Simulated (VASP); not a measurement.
# PbO2 (P4_2/mnm) in VASP: a series of runs

Runs on PbO2. Level: r2SCAN. Tasks: single point.

All numbers are computed with VASP 6.6.1; they aren't measurements. Logs are shortened: lines on timing, memory, paths and dates and some standing lists are left out, and cuts for length are marked.

### 1 The cell of the first run

Symmetry: P4_2/mnm, No. 136, tetragonal system. Conventional cell: a = 5.084 Å, b = 5.084 Å, c = 3.351 Å, α = 90.00°, β = 90.00°, γ = 90.00°. Pb (site symmetry mmm) has 6 O at 2.17 to 2.21 Å within 2.9 Å. O (site symmetry m2m) has 3 Pb at 2.17 to 2.21 Å and 1 O at 2.76 Å within 2.9 Å.

### 2 Single point, r2SCAN (epitaxial xy strain +2.0%)

POSCAR reads:

```
PbO2
1.0
    5.0835230027      0.0000000000      0.0000000000
    0.0000000000      5.0835230027      0.0000000000
    0.0000000000      0.0000000000      3.3513070763
Pb O
2 4
Direct
    0.0000000000      0.0000000000      0.0000000000
    0.5000000000      0.5000000000      0.5000000000
    0.3077401195      0.3077401195      0.0000000000
    0.1922598805      0.8077401195      0.5000000000
    0.8077401195      0.1922598805      0.5000000000
    0.6922598805      0.6922598805      0.0000000000
```

INCAR.step1 reads:

```
SYSTEM = PbO2
  ALGO = Normal
  EDIFF = 1E-4
  ENCUT = 520
  GGA = PE
  ISMEAR = -1
  LASPH = .True.
  LCHARG = .False.
  LREAL = .False.
  LWAVE = .True.
  NBANDS = 35
  NELM = 60
  PREC = Accurate
  SIGMA = 0.02
```

INCAR.step2 reads:

```
SYSTEM = PbO2
  ALGO = Normal
  EDIFF = 1E-7
  ENCUT = 520
  ISIF = 2
  ISMEAR = -1
  ISTART = 1
  LASPH = .True.
  LCHARG = .True.
  LELF = .True.
  LMIXTAU = .True.
  LREAL = .False.
  LVHAR = .True.
  LWAVE = .False.
  METAGGA = R2SCAN
  NBANDS = 35
  NELM = 60
  PREC = Accurate
  SIGMA = 0.02
```

KPOINTS reads:

```
k-points
0
Gamma
  6 6 8
  0 0 0
```

Potentials or basis: VASP PAW PBE potentials, release 64 (Pb_d, O).

The run is started by

```console
$ cat potpaw_PBE.64/Pb_d/POTCAR potpaw_PBE.64/O/POTCAR > POTCAR
$ cp INCAR.step1 INCAR
$ mpirun -np 1 vasp_std > vasp.out
$ cp INCAR.step2 INCAR
$ mpirun -np 1 vasp_std > vasp.out
```

OUTCAR:

```text
SYSTEM = PbO2
   EDIFF = 1E-7
   ENCUT = 520
   ISIF = 2
   ISMEAR = -1
   ISTART = 1
   LASPH = .True.
   LREAL = .False.
   METAGGA = R2SCAN
   NELM = 60
   PREC = Accurate

 ion  position               nearest neighbor table
   1  0.000  0.000  0.000-   4 2.17   5 2.17   4 2.17   5 2.17   3 2.21   6 2.21   2 3.97   2 3.97
                             2 3.97   2 3.97   2 3.97   2 3.97   2 3.97   2 3.97
   2  0.500  0.500  0.500-   3 2.17   6 2.17   3 2.17   6 2.17   5 2.21   4 2.21   1 3.97   1 3.97
                             1 3.97   1 3.97   1 3.97   1 3.97   1 3.97   1 3.97
   3  0.308  0.308  0.000-   2 2.17   2 2.17   1 2.21
   4  0.192  0.808  0.500-   1 2.17   1 2.17   2 2.21
   5  0.808  0.192  0.500-   1 2.17   1 2.17   2 2.21
   6  0.692  0.692  0.000-   2 2.17   2 2.17   1 2.21

  LATTYP: Found a simple tetragonal cell.
 ALAT       =     5.0835230027
 C/A-ratio  =     0.6592489253

  Lattice vectors:

 A1 = (   5.0835230027,   0.0000000000,   0.0000000000)
 A2 = (   0.0000000000,   5.0835230027,   0.0000000000)
 A3 = (   0.0000000000,   0.0000000000,   3.3513070763)

Analysis of symmetry for initial positions (statically):
=====================================================================
 Subroutine PRICEL returns:
 Original cell was already a primitive cell.

 Routine SETGRP: Setting up the symmetry group for a
 simple tetragonal supercell.

 Subroutine GETGRP returns: Found 16 space group operations
 (whereof  8 operations were pure point group operations)
 out of a pool of 16 trial point group operations.

The static configuration has the point symmetry D_2h.
 The point group associated with its full space group is D_4h.

Analysis of symmetry for dynamics (positions and initial velocities):
=====================================================================
 Subroutine PRICEL returns:
 Original cell was already a primitive cell.

 Routine SETGRP: Setting up the symmetry group for a
 simple tetragonal supercell.

 Subroutine GETGRP returns: Found 16 space group operations
 (whereof  8 operations were pure point group operations)
 out of a pool of 16 trial point group operations.

The dynamic configuration has the point symmetry D_2h.
 The point group associated with its full space group is D_4h.

 Subroutine INISYM returns: Found 16 space group operations
 (whereof  8 operations are pure point group operations),
 and found     1 'primitive' translations

----------------------------------------------------------------------------------------

                                     Primitive cell

  volume of cell :      86.6052
[... 102 lines left out ...]
   NFREE  =      0    steps in history (QN), initial steepest desc. (CG)
   ISIF   =      2    stress and relaxation
   ISYM   =      2    0-nonsym 1-usesym 2-fastsym
   POTIM  = 0.5000    time-step for ionic-motion
   TEBEG  =    0.0;   TEEND  =   0.0 temperature during run
   PSTRESS=    0.0 pullay stress
   NELECT =      52.0000    total number of electrons
   NUPDOWN=      -1.0000    fix difference up-down
   EMIN   =  10.00;   EMAX   =-10.00  energy-range for DOS
   EFERMI =   0.00;   METHOD = LEGACY
   ISMEAR =    -1;   SIGMA  =   0.02  broadening in eV -4-tet -1-fermi 0-gaus
   EFERMI_NEDOS =   21; number of points for ismear=-14 and -15
   IALGO  =     38    algorithm
   IMIX   =      4    mixing-type and parameters
     AMIX     =   0.40;   BMIX     =  1.00
     AMIX_MAG =   1.60;   BMIX_MAG =  1.00
  volume/ion in A,a.u.               =      14.43        97.41
  Fermi-wavevector in a.u.,A,eV,Ry     =   1.381109  2.609918 25.952603  1.907463
  Thomas-Fermi vector in A             =   2.505924
   LORBIT       =      0    0 simple, 1 ext, 2 COOP (PROOUT), +10 PAW based schemes
   METAGGA = R2SCAN    functional components
   LHFCALC =     F    Hartree Fock is set to
   AEXX    =    0.0000 exact exchange contribution
   IVDW    =     0    specifies the selected vdW correction
   LEPSILON=     F    determine dielectric tensor
   LRPA    =     F    only Hartree local field effects (RPA)
 non-spin polarized calculation
  energy-cutoff  :      520.00
  volume of cell :       86.61
 maximum number of plane-waves:      2353
 NGX is ok and might be reduce to    40
   NGX = 19   NGY = 19   NGZ = 13

 number of electron      52.0000005 magnetization

 Free energy of the ion-electron system (eV)
  ---------------------------------------------------
  ext. energy  EPLUGINS =         0.00000000
  ---------------------------------------------------
  free energy    TOTEN  =      -142.23777215 eV

  energy without entropy =     -142.23759134  energy(sigma->0) =     -142.23768174

 E-fermi :   3.5903     XC(G=0): -11.2137

 val. band max:        3.5254455404   @ k =   0.0000   0.0000   0.1250
 cond. band min:       3.6222832801   @ k =   0.0000   0.0000   0.0000
 fundamental gap:      0.0968377397
 Fermi energy:         3.5903188792

 k-point     1 :       0.0000    0.0000    0.0000
  band No.  band energies     occupation
      1     -15.5214      2.00000
      2     -15.3857      2.00000
      3     -13.9098      2.00000
      4     -13.9098      2.00000
      5     -12.3737      2.00000
      6     -12.1673      2.00000
[... 901 lines left out ...]
     34      15.6583      0.00000
     35      16.4506      0.00000

 [... further k-points ...]

------------------------ aborting loop because EDIFF is reached ----------------------------------------

  FORCE on cell =-STRESS in cart. coord.  units (eV):
  Direction    XX          YY          ZZ          XY          YZ          ZX
  --------------------------------------------------------------------------------------
  -------------------------------------------------------------------------------------
  Total       -1.2742492     -1.2742492      0.5295074      0.0000000      0.0000000      0.0000000
  in kB      -23.5733418    -23.5733418      9.7957758      0.0000000      0.0000000      0.0000000
  external PRESSURE =     -12.4503026 kB  Pullay stress =       0.0000000 kB

 VOLUME and BASIS-vectors are now :
 -----------------------------------------------------------------------------
  energy-cutoff  :      520.00
  volume of cell :       86.61
      direct lattice vectors                 reciprocal lattice vectors
     5.083523003  0.000000000  0.000000000     0.196713972  0.000000000  0.000000000
     0.000000000  5.083523003  0.000000000     0.000000000  0.196713972  0.000000000
     0.000000000  0.000000000  3.351307076     0.000000000  0.000000000  0.298391039

 POSITION                                       TOTAL-FORCE (eV/Angst)
 -----------------------------------------------------------------------------------
      0.00000      0.00000      0.00000        -0.000000      0.000000      0.000000
      2.54176      2.54176      1.67565        -0.000000      0.000000      0.000000
      1.56440      1.56440      0.00000        -0.013628     -0.013628     -0.000000
      0.97736      4.10617      1.67565         0.013628     -0.013628     -0.000000
      4.10617      0.97736      1.67565        -0.013628      0.013628      0.000000
      3.51912      3.51912      0.00000         0.013628      0.013628      0.000000
 -----------------------------------------------------------------------------------
    total drift:                                0.000000      0.000000      0.000000

  FREE ENERGIE OF THE ION-ELECTRON SYSTEM (eV)
  ---------------------------------------------------
  free  energy   TOTEN  =      -142.2377721473 eV

  energy  without entropy=     -142.2375913378  energy(sigma->0) =     -142.23768174
```

Run time: 7.1 min. Hardware: 1 thread of Intel Xeon Platinum 8488C (Sapphire Rapids), shared host; peak memory 0.29 GiB.

What came out:

| Item | Value |
| --- | --- |
| Free energy | -142.2378 eV |
| Pressure | -1.2 GPa |
| Largest force | 0.019 eV/Å |
| Band gap on the k mesh | 0.10 eV (least direct gap 0.33 eV) |

Forces on the atoms (eV/Å):
```
Pb   0.000  0.000  0.000
Pb   0.000  0.000  0.000
O   -0.014 -0.014  0.000
O    0.014 -0.014  0.000
O   -0.014  0.014  0.000
O    0.014  0.014  0.000
```

Caveat: the cell differs from its parent crystal (epitaxial xy strain +2.0%); the PAW data sets were made with another functional, which shifts forces and pressure a little; spin-orbit coupling is left out, which moves the levels of the heavy elements.

### 3 Single point, r2SCAN (epitaxial xy strain +3.0%)

POSCAR reads:

```
PbO2
1.0
    5.1333614635      0.0000000000      0.0000000000
    0.0000000000      5.1333614635      0.0000000000
    0.0000000000      0.0000000000      3.3277975928
Pb O
2 4
Direct
    0.0000000000      0.0000000000      0.0000000000
    0.5000000000      0.5000000000      0.5000000000
    0.3082018595      0.3082018595      0.0000000000
    0.1917981405      0.8082018595      0.5000000000
    0.8082018595      0.1917981405      0.5000000000
    0.6917981405      0.6917981405      0.0000000000
```

INCAR.step1 reads:

```
PREC = Accurate ; ENCUT = 520
ISMEAR = -1 ; SIGMA = 0.02
LREAL = False ; LASPH = True
NELM = 60 ; NBANDS = 35
GGA = PE ; ALGO = Normal
EDIFF = 1E-4 ; LWAVE = True
LCHARG = False
```

INCAR.step2 reads:

```
PREC = Accurate ; ENCUT = 520
EDIFF = 1E-7 ; ISMEAR = -1
SIGMA = 0.02 ; LREAL = False
LASPH = True ; NELM = 60
ALGO = Normal ; ISIF = 2
LWAVE = False ; LCHARG = False
METAGGA = R2SCAN ; LMIXTAU = True
NBANDS = 35 ; ISTART = 1
```

KPOINTS reads:

```
Automatic mesh
0
Gamma
  6 6 8
```

Potentials or basis: VASP PAW PBE potentials, release 64 (Pb_d, O).

The run is started by

```console
$ cat potpaw_PBE.64/Pb_d/POTCAR potpaw_PBE.64/O/POTCAR > POTCAR
$ cp INCAR.step1 INCAR
$ mpirun -np 1 vasp_std > vasp.out
$ cp INCAR.step2 INCAR
$ mpirun -np 1 vasp_std > vasp.out
```

Run time: 6.2 min. Hardware: 1 thread of Intel Xeon Platinum 8488C (Sapphire Rapids), shared host; peak memory 0.29 GiB.

The run converged. Its results:

* Free energy: -142.2025 eV
* Pressure: -2.2 GPa
* Largest force: 0.025 eV/Å
* Band gap on the k mesh: 0.09 eV (least direct gap 0.33 eV)

Forces on the atoms (eV/Å):
```
Pb   0.000  0.000  0.000
Pb   0.000  0.000  0.000
O   -0.018 -0.018  0.000
O    0.018 -0.018  0.000
O   -0.018  0.018  0.000
O    0.018  0.018  0.000
```

Stress tensor (GPa, compression positive):
```
-3.80  0.00  0.00
 0.00 -3.80  0.00
 0.00  0.00  0.98
```

Levels at points of the mesh, in eV from the valence-band top:
```
           k point  band 24  band 25  band 26  band 27  band 28  band 29
(0.00, 0.00, 0.00)    -0.43    -0.43    -0.23     0.09     4.76     6.72
(0.50, 0.00, 0.00)    -0.46    -0.39    -0.39     2.62     2.62     7.33
(0.50, 0.50, 0.00)    -0.54    -0.47    -0.47     3.15     3.15     7.43
(0.00, 0.00, 0.50)    -1.06    -0.75    -0.75     4.08     4.08     9.35
(0.50, 0.00, 0.50)    -0.76    -0.22    -0.22     4.32     4.32     7.71
(0.50, 0.50, 0.50)    -0.65    -0.56    -0.56     3.20     3.20     8.87
```

Caveat: the cell differs from its parent crystal (epitaxial xy strain +3.0%); the PAW data sets were made with another functional, which shifts forces and pressure a little; spin-orbit coupling is left out, which moves the levels of the heavy elements. A k mesh can miss the band edges.

### 4 Single point, r2SCAN (epitaxial xy strain +4.0%)

POSCAR reads:

```
PbO2
1.0
    5.1831999243      0.0000000000      0.0000000000
    0.0000000000      5.1831999243      0.0000000000
    0.0000000000      0.0000000000      3.3067711442
Pb O
2 4
Direct
    0.0000000000      0.0000000000      0.0000000000
    0.5000000000      0.5000000000      0.5000000000
    0.3088006081      0.3088006081      0.0000000000
    0.1911993919      0.8088006081      0.5000000000
    0.8088006081      0.1911993919      0.5000000000
    0.6911993919      0.6911993919      0.0000000000
```

INCAR.step1 reads:

```
ALGO = Normal ; EDIFF = 1E-4
ENCUT = 520 ; GGA = PE
ISMEAR = -1 ; LASPH = True
LCHARG = False ; LREAL = False
LWAVE = True ; NBANDS = 35
NELM = 80 ; PREC = Accurate
SIGMA = 0.02
```

INCAR.step2 reads:

```
ALGO = Normal ; EDIFF = 1E-7
ENCUT = 520 ; ISIF = 2
ISMEAR = -1 ; ISTART = 1
LASPH = True ; LCHARG = False
LMIXTAU = True ; LREAL = False
LWAVE = False ; METAGGA = R2SCAN
NBANDS = 35 ; NELM = 80
PREC = Accurate ; SIGMA = 0.02
```

KPOINTS reads:

```
k-points
0
Gamma
  6 6 8
```

Potentials or basis: VASP PAW PBE potentials, release 64 (Pb_d, O).

The run is started by

```console
$ cat potpaw_PBE.64/Pb_d/POTCAR potpaw_PBE.64/O/POTCAR > POTCAR
$ cp INCAR.step1 INCAR
$ mpirun -np 1 vasp_std > vasp.out
$ cp INCAR.step2 INCAR
$ mpirun -np 1 vasp_std > vasp.out
```

OUTCAR:

```text
EDIFF = 1E-7
   ENCUT = 520
   ISIF = 2
   ISMEAR = -1
   ISTART = 1
   LASPH = True
   LREAL = False
   METAGGA = R2SCAN
   NELM = 80
   PREC = Accurate

 ion  position               nearest neighbor table
   1  0.000  0.000  0.000-   4 2.17   5 2.17   4 2.17   5 2.17   3 2.26   6 2.26   2 4.02   2 4.02
                             2 4.02   2 4.02   2 4.02   2 4.02   2 4.02   2 4.02
   2  0.500  0.500  0.500-   3 2.17   6 2.17   3 2.17   6 2.17   5 2.26   4 2.26   1 4.02   1 4.02
                             1 4.02   1 4.02   1 4.02   1 4.02   1 4.02   1 4.02
   3  0.309  0.309  0.000-   2 2.17   2 2.17   1 2.26
   4  0.191  0.809  0.500-   1 2.17   1 2.17   2 2.26
   5  0.809  0.191  0.500-   1 2.17   1 2.17   2 2.26
   6  0.691  0.691  0.000-   2 2.17   2 2.17   1 2.26

  LATTYP: Found a simple tetragonal cell.
 ALAT       =     5.1831999243
 C/A-ratio  =     0.6379786990

  Lattice vectors:

 A1 = (   5.1831999243,   0.0000000000,   0.0000000000)
 A2 = (   0.0000000000,   5.1831999243,   0.0000000000)
 A3 = (   0.0000000000,   0.0000000000,   3.3067711442)

Analysis of symmetry for initial positions (statically):
[... 186 lines left out ...]
 cond. band min:       3.3472021911   @ k =   0.0000   0.0000   0.0000
 fundamental gap:      0.0901046512
 Fermi energy:         3.3180951743

 k-point     1 :       0.0000    0.0000    0.0000
  band No.  band energies     occupation
      1     -15.7235      2.00000
      2     -15.6049      2.00000
      3     -14.1636      2.00000
      4     -14.1636      2.00000
      5     -12.6305      2.00000
      6     -12.4681      2.00000
[... 901 lines left out ...]
     34      15.1172      0.00000
     35      16.0328      0.00000

 [... further k-points ...]

------------------------ aborting loop because EDIFF is reached ----------------------------------------

  FORCE on cell =-STRESS in cart. coord.  units (eV):
  Direction    XX          YY          ZZ          XY          YZ          ZX
  --------------------------------------------------------------------------------------
  -------------------------------------------------------------------------------------
  Total       -2.8442599     -2.8442599      0.5440604      0.0000000      0.0000000      0.0000000
  in kB      -51.2955627    -51.2955627      9.8120014      0.0000000      0.0000000      0.0000000
  external PRESSURE =     -30.9263747 kB  Pullay stress =       0.0000000 kB

 VOLUME and BASIS-vectors are now :
 -----------------------------------------------------------------------------
  energy-cutoff  :      520.00
  volume of cell :       88.84
      direct lattice vectors                 reciprocal lattice vectors
     5.183199924  0.000000000  0.000000000     0.192931011  0.000000000  0.000000000
     0.000000000  5.183199924  0.000000000     0.000000000  0.192931011  0.000000000
     0.000000000  0.000000000  3.306771144     0.000000000  0.000000000  0.302409800

 POSITION                                       TOTAL-FORCE (eV/Angst)
 -----------------------------------------------------------------------------------
      0.00000      0.00000      0.00000         0.000000     -0.000000     -0.000000
      2.59160      2.59160      1.65339         0.000000     -0.000000     -0.000000
      1.60058      1.60058      0.00000        -0.021677     -0.021677      0.000000
      0.99102      4.19218      1.65339         0.021677     -0.021677     -0.000000
      4.19218      0.99102      1.65339        -0.021677      0.021677     -0.000000
      3.58262      3.58262      0.00000         0.021677      0.021677     -0.000000
 -----------------------------------------------------------------------------------
    total drift:                                0.000000     -0.000000     -0.000000

  FREE ENERGIE OF THE ION-ELECTRON SYSTEM (eV)
  ---------------------------------------------------
  free  energy   TOTEN  =      -142.1526646113 eV

  energy  without entropy=     -142.1524678714  energy(sigma->0) =     -142.15256624
```

OUTCAR.step1:

```text
EDIFF = 1E-4
   ENCUT = 520
   GGA = PE
   ISMEAR = -1
   LASPH = True
   LREAL = False
[... 1152 lines left out ...]
      0.99102      4.19218      1.65339         0.100938     -0.100938     -0.000000
      4.19218      0.99102      1.65339        -0.100938      0.100938     -0.000000
      3.58262      3.58262      0.00000         0.100938      0.100938     -0.000000
 -----------------------------------------------------------------------------------
    total drift:                                0.000000     -0.000000     -0.000000

  FREE ENERGIE OF THE ION-ELECTRON SYSTEM (eV)
  ---------------------------------------------------
  free  energy   TOTEN  =       -31.7893360812 eV

  energy  without entropy=      -31.7890232013  energy(sigma->0) =      -31.78917964
```

Wall time 8.2 min (1 thread of Intel Xeon 8259CL, shared host); peak memory 0.29 GiB.

What came out:

```
Free energy            : -142.1527 eV
Pressure               : -3.1 GPa
Largest force          : 0.031 eV/Å
Band gap on the k mesh : 0.09 eV (least direct gap 0.27 eV)
```

Forces in eV/Å, atoms in the order of the input:
```
Pb   0.000  0.000  0.000
Pb   0.000  0.000  0.000
O   -0.022 -0.022  0.000
O    0.022 -0.022  0.000
O   -0.022  0.022  0.000
O    0.022  0.022  0.000
```

Caveat: the cell differs from its parent crystal (epitaxial xy strain +4.0%); the cell stands under tension; the PAW data sets were made with another functional, which shifts forces and pressure a little; spin-orbit coupling is left out, which moves the levels of the heavy elements. A k mesh can miss the band edges.

### 5 The runs side by side

| cell | gap on the mesh (eV) | pressure (GPa) | largest force (eV/Å) |
| --- | --- | --- | --- |
| a = 5.084, b = 5.084, c = 3.351 Å, 6 atoms | 0.10 | -1.2 | 0.02 |
| a = 5.133, b = 5.133, c = 3.328 Å, 6 atoms | 0.09 | -2.2 | 0.02 |
| a = 5.183, b = 5.183, c = 3.307 Å, 6 atoms | 0.09 | -3.1 | 0.03 |

Alike in all rows: task single point; level r2SCAN; potentials or basis VASP PAW PBE potentials, release 64 (Pb_d, O); no spin polarisation; k mesh 6 × 6 × 8; cutoff (eV) 520; smearing fermi-dirac 0.02 eV.

Caveats: the PAW data sets were made with another functional, which shifts forces and pressure a little; spin-orbit coupling is left out, which moves the levels of the heavy elements; the cell stands under tension (at least some runs).

Absolute energies hang on the potentials; compare differences alone.
